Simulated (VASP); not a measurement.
The system is Ru.

```
Ru
1.0
     2.70580    0.00000    0.00000
    -1.35290    2.34329    0.00000
     0.00000    0.00000    4.28190
Ru
2
Direct
  0.66667 0.33333 0.75000
  0.33333 0.66667 0.25000
```

Base run:

| Item | Value |
| --- | --- |
| Program | VASP 6.6.1 |
| Functional | r2SCAN |
| Potentials or basis | VASP PAW PBE potentials, release 64 (Ru_sv) |
| Cutoff | 660 eV |
| k mesh | 11 × 11 × 6 |
| Occupations | fermi-dirac, width 0.05 eV |
| Spin | no spin polarisation |

Its results: band gap on the k mesh zero (band 16 reaches 16.60 eV, above the bottom of band 17 at 13.40 eV); pressure -1.9 GPa.

Question: The run is repeated on the same cell with these changes: dispersion from none to D3(BJ). What comes out?

Answer: Band gap on the k mesh zero (band 16 reaches 16.60 eV, above the bottom of band 17 at 13.40 eV); pressure -5.4 GPa.

Dispersion adds attraction, which lowers the pressure at fixed volume and, as a term added to the energy, leaves the levels alone.

Caveats: the PAW data sets were made with another functional, which shifts forces and pressure a little; pairwise dispersion overbinds metals, which lowers pressure and volume (some runs).
